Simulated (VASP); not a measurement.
# GaN (F-43m) in VASP: further runs

Runs on GaN. Level: r2SCAN. Tasks: phonons.

Everything below comes from runs of VASP 6.6.1. Logs are shortened: lines on timing, memory, paths and dates and some standing lists are left out, and cuts for length are marked.

## (1) The cell of the first run

It takes space group F-43m (No. 216, cubic). Conventional cell: a = 4.400 Å, b = 4.400 Å, c = 4.400 Å, α = 90.00°, β = 90.00°, γ = 90.00°. Ga (site symmetry -43m) has 4 N at 1.91 Å within 2.5 Å. N (site symmetry -43m) has 4 Ga at 1.91 Å within 2.5 Å.

## (2) Phonons, r2SCAN

INCAR reads:

```
SYSTEM = GaN
ALGO = Normal
EDIFF = 1E-8
ENCUT = 520
IBRION = 6
ISIF = 2
ISMEAR = 0
LASPH = .TRUE.
LCHARG = .FALSE.
LMIXTAU = .TRUE.
LREAL = .FALSE.
LWAVE = .FALSE.
METAGGA = R2SCAN
NBANDS = 16
NELM = 60
NFREE = 2
NSW = 1
POTIM = 0.015
PREC = Accurate
SIGMA = 0.01
```

KPOINTS reads:

```
k-points
0
G
  10 10 10
  0 0 0
```

POSCAR reads:

```
GaN
1.0
    2.1998834605      2.1998834605      0.0000000000
   -2.1998834605      2.1998834605      0.0000000000
    0.0000000000      2.1998834605      2.1998834605
Ga N
1 1
Direct
    0.0000000000      0.0000000000      0.0000000000
    0.2500000000      0.7500000000      0.5000000000
```

Potentials or basis: VASP PAW PBE potentials, release 64 (Ga_d, N).

Command:

```bash
cat potpaw_PBE.64/Ga_d/POTCAR potpaw_PBE.64/N/POTCAR > POTCAR
mpirun -np 1 vasp_std > vasp.out
```

OUTCAR:

```text
SYSTEM = GaN
   EDIFF = 1E-8
   ENCUT = 520
   IBRION = 6
   ISIF = 2
   ISMEAR = 0
   LASPH = .TRUE.
   LREAL = .FALSE.
   METAGGA = R2SCAN
   NELM = 60
   NFREE = 2
   NSW = 1
   POTIM = 0.015
   PREC = Accurate

 ion  position               nearest neighbor table
   1  0.000  0.000  0.000-   2 1.91   2 1.91   2 1.91   2 1.91
   2  0.250  0.750  0.500-   1 1.91   1 1.91   1 1.91   1 1.91

  LATTYP: Found a face centered cubic cell.
 ALAT       =     4.3997669210

  Lattice vectors:

 A1 = (   0.0000000000,   2.1998834605,   2.1998834605)
 A2 = (   2.1998834605,   0.0000000000,   2.1998834605)
 A3 = (   2.1998834605,   2.1998834605,   0.0000000000)

Analysis of symmetry for initial positions (statically):
=====================================================================
 Subroutine PRICEL returns:
 Original cell was already a primitive cell.

 Routine SETGRP: Setting up the symmetry group for a
 face centered cubic supercell.

 Subroutine GETGRP returns: Found 24 space group operations
 (whereof 24 operations were pure point group operations)
 out of a pool of 48 trial point group operations.

The static configuration has the point symmetry T_d .

Analysis of symmetry for dynamics (positions and initial velocities):
=====================================================================
 Subroutine PRICEL returns:
 Original cell was already a primitive cell.

 Routine SETGRP: Setting up the symmetry group for a
 face centered cubic supercell.

 Subroutine GETGRP returns: Found 24 space group operations
 (whereof 24 operations were pure point group operations)
 out of a pool of 48 trial point group operations.

The dynamic configuration has the point symmetry T_d .

 Subroutine INISYM returns: Found 24 space group operations
 (whereof 24 operations are pure point group operations),
 and found     1 'primitive' translations

----------------------------------------------------------------------------------------

                                     Primitive cell

  volume of cell :      21.2926

  direct lattice vectors                    reciprocal lattice vectors
     2.199883461  2.199883461  0.000000000     0.227284767  0.227284767 -0.227284767
    -2.199883461  2.199883461  0.000000000    -0.227284767  0.227284767 -0.227284767
     0.000000000  2.199883461  2.199883461     0.000000000  0.000000000  0.454569534

  length of vectors
     3.111105025  3.111105025  3.111105025     0.393668764  0.393668764  0.454569534

  position of ions in fractional coordinates (direct lattice)
     0.000000000  0.000000000  0.000000000
     0.250000000  0.750000000  0.500000000

  ion indices of the primitive-cell ions
   primitive index   ion index
                 1           1
                 2           2

----------------------------------------------------------------------------------------

 KPOINTS: k-points

Automatic generation of k-mesh.
 Grid dimensions read from file:
 generate k-points for:   10   10   10

 Generating k-lattice:

  Cartesian coordinates                     Fractional coordinates (reciprocal lattice)
     0.022728477  0.022728477 -0.022728477     0.100000000  0.000000000  0.000000000
    -0.022728477  0.022728477 -0.022728477     0.000000000  0.100000000  0.000000000
     0.000000000  0.000000000  0.045456953     0.000000000  0.000000000  0.100000000

  Length of vectors
     0.039366876  0.039366876  0.045456953

  Shift w.r.t. Gamma in fractional coordinates (k-lattice)
     0.000000000  0.000000000  0.000000000

 Subroutine IBZKPT returns following result:
 ===========================================

 Found     47 irreducible k-points:

 Following reciprocal coordinates:
            Coordinates               Weight
  0.000000  0.000000  0.000000      1.000000
  0.100000  0.000000  0.000000      8.000000
  0.200000  0.000000  0.000000      8.000000
  0.300000  0.000000  0.000000      8.000000
  0.400000  0.000000  0.000000      8.000000
  0.500000  0.000000  0.000000      4.000000
[... 16 lines left out ...]
  0.300000  0.300000  0.000000     12.000000
  0.400000  0.300000  0.000000     24.000000
 [... further k-points ...]
   k-points           NKPTS =     47   k-points in BZ     NKDIM =     47   number of bands    NBANDS=     16
   number of dos      NEDOS =    301   number of ions     NIONS =      2
   total plane-waves  NPLWV =  13824
   dimension x,y,z NGX =    24 NGY =   24 NGZ =   24
   dimension x,y,z NGXF=    48 NGYF=   48 NGZF=   48
   ions per type =               1   1
   NGX,Y,Z   is equivalent  to a cutoff of  12.82, 12.82, 12.82 a.u.
   NGXF,Y,Z  is equivalent  to a cutoff of  25.65, 25.65, 25.65 a.u.
 SYSTEM =  GaN
   PREC   = accura    normal or accurate (medium, high low for compatibility)
   ISTART =      0    job   : 0-new  1-cont  2-samecut
   ICHARG =      2    charge: 1-file 2-atom 10-const
   ISPIN  =      1    spin polarized calculation?
   LNONCOLLINEAR =      F non collinear calculations
   LSORBIT =      F    spin-orbit coupling
   LASPH  =      T    aspherical Exc in radial PAW
   ENCUT  =  520.0 eV  38.22 Ry    6.18 a.u.   5.78  5.78  5.78*2*pi/ulx,y,z
   NELM   =     60;   NELMIN=  2; NELMDL= -5     # of ELM steps
   EDIFF  = 0.1E-07   stopping-criterion for ELM
   LREAL  =      F    real-space projection
   EDIFFG = 0.1E-06   stopping-criterion for IOM
   NSW    =     61    number of steps for IOM
   IBRION =      6    ionic relax: 0-MD 1-quasi-New 2-CG
   NFREE  =      2    steps in history (QN), initial steepest desc. (CG)
   ISIF   =      2    stress and relaxation
   ISYM   =      2    0-nonsym 1-usesym 2-fastsym
   POTIM  = 0.0150    time-step for ionic-motion
   TEBEG  =    0.0;   TEEND  =   0.0 temperature during run
   PSTRESS=    0.0 pullay stress
   NELECT =      18.0000    total number of electrons
   NUPDOWN=      -1.0000    fix difference up-down
   EMIN   =  10.00;   EMAX   =-10.00  energy-range for DOS
   EFERMI =   0.00;   METHOD = LEGACY
   ISMEAR =     0;   SIGMA  =   0.01  broadening in eV -4-tet -1-fermi 0-gaus
   EFERMI_NEDOS =   21; number of points for ismear=-14 and -15
   IALGO  =     38    algorithm
   IMIX   =      4    mixing-type and parameters
     AMIX     =   0.40;   BMIX     =  1.00
     AMIX_MAG =   1.60;   BMIX_MAG =  1.00
  volume/ion in A,a.u.               =      10.65        71.84
  Fermi-wavevector in a.u.,A,eV,Ry     =   1.547947  2.925195 32.601449  2.396139
  Thomas-Fermi vector in A             =   2.652967
   LORBIT       =      0    0 simple, 1 ext, 2 COOP (PROOUT), +10 PAW based schemes
   METAGGA = R2SCAN    functional components
   LHFCALC =     F    Hartree Fock is set to
   AEXX    =    0.0000 exact exchange contribution
   IVDW    =     0    specifies the selected vdW correction
   LEPSILON=     F    determine dielectric tensor
   LRPA    =     F    only Hartree local field effects (RPA)
 finite differences with symmetry
 non-spin polarized calculation
 Gauss-broadening in eV      SIGMA  =   0.01
  energy-cutoff  :      520.00
  volume of cell :       21.29
 maximum number of plane-waves:       589
   NGX = 11   NGY = 11   NGZ = 11

--------------------------------------- Ionic step        1  -------------------------------------------

 number of electron      18.0000002 magnetization

 Free energy of the ion-electron system (eV)
  ---------------------------------------------------
  ext. energy  EPLUGINS =         0.00000000
  ---------------------------------------------------
  free energy    TOTEN  =       -21.81992566 eV

  energy without entropy =      -21.81992566  energy(sigma->0) =      -21.81992566

------------------------ aborting loop because EDIFF is reached ----------------------------------------

  FORCE on cell =-STRESS in cart. coord.  units (eV):
  Direction    XX          YY          ZZ          XY          YZ          ZX
  --------------------------------------------------------------------------------------
  -------------------------------------------------------------------------------------
  Total        2.1652521      2.1652521      2.1652521      0.0000000     -0.0000000     -0.0000000
  in kB      162.9258641    162.9258641    162.9258641      0.0000000     -0.0000000     -0.0000000
  external PRESSURE =     162.9258641 kB  Pullay stress =       0.0000000 kB
[... 129 lines left out ...]
  energy  without entropy=      -21.8181593715  energy(sigma->0) =      -21.81815937

--------------------------------------- Ionic step        5  -------------------------------------------

 number of electron      18.0000002 magnetization

 Free energy of the ion-electron system (eV)
  ---------------------------------------------------
  ext. energy  EPLUGINS =         0.00000000
  ---------------------------------------------------
  free energy    TOTEN  =       -21.81816636 eV

  energy without entropy =      -21.81816636  energy(sigma->0) =      -21.81816636

 E-fermi :   5.9022     XC(G=0): -13.0667

 val. band max:        5.8619408435   @ k =   0.0000   0.0000   0.0000
 cond. band min:       8.4354317984   @ k =   0.0000   0.0000   0.0000
 fundamental gap:      2.5734909549
 Fermi energy:         5.9021987872

 k-point     1 :       0.0000    0.0000    0.0000
  band No.  band energies     occupation
      1     -11.5491      2.00000
      2      -8.0832      2.00000
      3      -8.0757      2.00000
      4      -8.0692      2.00000
      5      -7.6389      2.00000
      6      -7.6388      2.00000
[... 8 lines left out ...]
     15      26.1461      0.00000
     16      26.1730      0.00000
[... 420 lines left out ...]
  band No.  band energies     occupation
      1     -10.1393      2.00000
      2      -7.9227      2.00000
      3      -7.7887      2.00000
      4      -7.7134      2.00000
      5      -7.5997      2.00000
      6      -5.9904      2.00000
[... 8 lines left out ...]
     15      27.3227      0.00000
     16      30.6936      0.00000

 [... further k-points ...]

------------------------ aborting loop because EDIFF is reached ----------------------------------------

  FORCE on cell =-STRESS in cart. coord.  units (eV):
  Direction    XX          YY          ZZ          XY          YZ          ZX
  --------------------------------------------------------------------------------------
  -------------------------------------------------------------------------------------
  Total        2.1649928      2.1714051      2.1714051      0.0000000      0.1950145      0.0000000
  in kB      162.9063516    163.3888506    163.3888506      0.0000000     14.6739971      0.0000000
  external PRESSURE =     163.2280176 kB  Pullay stress =       0.0000000 kB
[... 17 lines left out ...]
  FREE ENERGIE OF THE ION-ELECTRON SYSTEM (eV)
  ---------------------------------------------------
  free  energy   TOTEN  =       -21.8181663630 eV

  energy  without entropy=      -21.8181663630  energy(sigma->0) =      -21.81816636

 INTERNAL STRAIN TENSORS FROM DISPLACED ATOMS
 ============================================

 INTERNAL STRAIN TENSOR FOR ION    1 for displacements in x,y,z  (eV/Angst):
          X           Y           Z          XY          YZ          ZX
  --------------------------------------------------------------------------------
  x    -0.00000     0.00000     0.00000     0.00000    12.90663     0.00000
  y     0.00000     0.00000     0.00000     0.00000     0.00000    12.90663
  z     0.00000     0.00000    -0.00000    12.90663     0.00000    -0.00000

 INTERNAL STRAIN TENSOR FOR ION    2 for displacements in x,y,z  (eV/Angst):
          X           Y           Z          XY          YZ          ZX
  --------------------------------------------------------------------------------
  x    -0.00000     0.00000     0.00000     0.00000   -13.02171     0.00000
  y    -0.00000     0.00000    -0.00000     0.00000     0.00000   -13.02171
  z     0.00000     0.00000    -0.00000   -13.02171     0.00000    -0.00000

 Eigenvectors and eigenvalues of the dynamical matrix
 ----------------------------------------------------

   1 f  =   18.186450 THz   114.268836 2PiTHz  606.634675 cm-1    75.213080 meV
             X         Y         Z           dx          dy          dz
      0.000000  0.000000  0.000000     0.404711   -0.000000   -0.000000
     -1.099942  3.299825  1.099942    -0.914445    0.000000   -0.000000

   2 f  =   18.186450 THz   114.268836 2PiTHz  606.634675 cm-1    75.213080 meV
             X         Y         Z           dx          dy          dz
      0.000000  0.000000  0.000000    -0.000000   -0.404711   -0.000000
     -1.099942  3.299825  1.099942     0.000000    0.914445    0.000000
[... 11 lines left out ...]
   5 f/i=    0.084100 THz     0.528419 2PiTHz    2.805289 cm-1     0.347811 meV
             X         Y         Z           dx          dy          dz
      0.000000  0.000000  0.000000     0.853854    0.292579    0.146767
     -1.099942  3.299825  1.099942     0.377895    0.129488    0.064956

   6 f/i=    0.084100 THz     0.528419 2PiTHz    2.805289 cm-1     0.347811 meV
             X         Y         Z           dx          dy          dz
      0.000000  0.000000  0.000000     0.327162   -0.749824   -0.408580
     -1.099942  3.299825  1.099942     0.144794   -0.331854   -0.180828

 ELASTIC MODULI CONTR FROM IONIC RELAXATION (kBar)
 Direction    XX          YY          ZZ          XY          YZ          ZX
 --------------------------------------------------------------------------------
 XX          -0.0000     -0.0000     -0.0000      0.0000      0.0000     -0.0000
 YY          -0.0000     -0.0000     -0.0000      0.0000      0.0000     -0.0000
 ZZ          -0.0000     -0.0000     -0.0000      0.0000      0.0000     -0.0000
 XY           0.0000      0.0000      0.0000   -808.1419     -0.0000      0.0000
 YZ           0.0000      0.0000      0.0000     -0.0000   -808.1419     -0.0000
 ZX          -0.0000     -0.0000     -0.0000      0.0000     -0.0000   -808.1419
 --------------------------------------------------------------------------------
```

Run time: 12 min. Hardware: 1 thread of Intel Xeon 8259CL, shared host; peak memory 0.23 GiB.

Results:

```yaml
Highest_phonon_frequency_at_Γ_LO-TO_splitting_left_out: 607 cm⁻¹
```

Phonon frequencies in cm⁻¹ (negative: imaginary):
```tsv
q point	frequencies
(0.000, 0.000, 0.000)	-3 -3 -3 607 607 607
```

Caveat: the cell stands under pressure or tension, which shifts response properties; the PAW data sets were made with another functional, which shifts forces and pressure a little.

## (3) Phonons, r2SCAN

This run uses another cell than the first one, of 10.86 Å³/atom.

INCAR reads:

```
ALGO = Normal
EDIFF = 1E-8
ENCUT = 520
IBRION = 6
ISIF = 2
ISMEAR = 0
LASPH = True
LCHARG = True
LMIXTAU = True
LREAL = False
LWAVE = False
METAGGA = R2SCAN
NELM = 80
NFREE = 2
NSW = 1
POTIM = 0.015
PREC = Accurate
SIGMA = 0.01
```

KPOINTS reads:

```
k-points
0
Gamma
  10 10 10
```

POSCAR reads:

```
GaN
1.0
    2.2147053600      2.2147053600      0.0000000000
   -2.2147053600      2.2147053600      0.0000000000
    0.0000000000      2.2147053600      2.2147053600
Ga N
1 1
Direct
    0.0000000000      0.0000000000      0.0000000000
    0.2500000000      0.7500000000      0.5000000000
```

Potentials or basis: VASP PAW PBE potentials, release 64 (Ga_d, N).

Command:

```bash
cat potpaw_PBE.64/Ga_d/POTCAR potpaw_PBE.64/N/POTCAR > POTCAR
mpirun -np 1 vasp_std > vasp.out
```

OUTCAR:

```text
EDIFF = 1E-8
   ENCUT = 520
   IBRION = 6
   ISIF = 2
   ISMEAR = 0
   LASPH = True
   LREAL = False
   METAGGA = R2SCAN
   NELM = 80
   NFREE = 2
   NSW = 1
   POTIM = 0.015
   PREC = Accurate

 ion  position               nearest neighbor table
   1  0.000  0.000  0.000-   2 1.92   2 1.92   2 1.92   2 1.92
   2  0.250  0.750  0.500-   1 1.92   1 1.92   1 1.92   1 1.92

  LATTYP: Found a face centered cubic cell.
 ALAT       =     4.4294107200

  Lattice vectors:

[... 764 lines left out ...]
  x     0.00000     0.00000     0.00000    -0.00000    11.70822    -0.00000
  y     0.00000     0.00000     0.00000    -0.00000    -0.00000    11.70822
  z     0.00000     0.00000     0.00000    11.70822    -0.00000     0.00000

 INTERNAL STRAIN TENSOR FOR ION    2 for displacements in x,y,z  (eV/Angst):
          X           Y           Z          XY          YZ          ZX
  --------------------------------------------------------------------------------
  x     0.00000     0.00000     0.00000     0.00000   -11.75516     0.00000
  y     0.00000     0.00000     0.00000     0.00000     0.00000   -11.75516
  z     0.00000     0.00000     0.00000   -11.75516     0.00000    -0.00000

 Eigenvectors and eigenvalues of the dynamical matrix
 ----------------------------------------------------

   1 f  =   17.674974 THz   111.055136 2PiTHz  589.573665 cm-1    73.097785 meV
             X         Y         Z           dx          dy          dz
      0.000000  0.000000  0.000000    -0.000000    0.000000   -0.402362
     -1.107353  3.322058  1.107353     0.000000    0.000000    0.915480
[... 21 lines left out ...]
   6 f/i=    0.127104 THz     0.798620 2PiTHz    4.239744 cm-1     0.525661 meV
             X         Y         Z           dx          dy          dz
      0.000000  0.000000  0.000000    -0.003436   -0.840534   -0.362760
     -1.107353  3.322058  1.107353    -0.001510   -0.369423   -0.159436

 ELASTIC MODULI CONTR FROM IONIC RELAXATION (kBar)
 Direction    XX          YY          ZZ          XY          YZ          ZX
 --------------------------------------------------------------------------------
 XX          -0.0000     -0.0000     -0.0000      0.0000     -0.0000      0.0000
 YY          -0.0000     -0.0000     -0.0000      0.0000      0.0000     -0.0000
 ZZ          -0.0000     -0.0000     -0.0000     -0.0000      0.0000      0.0000
 XY           0.0000      0.0000     -0.0000   -689.7880      0.0000     -0.0000
 YZ          -0.0000      0.0000      0.0000      0.0000   -689.7880      0.0000
 ZX           0.0000     -0.0000      0.0000     -0.0000      0.0000   -689.7880
 --------------------------------------------------------------------------------
```

It took 9.2 min on 1 thread of Intel Xeon 8259CL, shared host; peak memory 0.23 GiB.

What came out:

| Property | Result |
| --- | --- |
| Highest phonon frequency at Γ, LO-TO splitting left out | 590 cm⁻¹ |

Phonon frequencies in cm⁻¹ (negative: imaginary):
| q point | frequencies |
| --- | --- |
| (0.000, 0.000, 0.000) | -4 -4 -4 590 590 590 |

Caveat: the cell stands under pressure or tension, which shifts response properties; the PAW data sets were made with another functional, which shifts forces and pressure a little.

(Continued in part 2 of 2.)
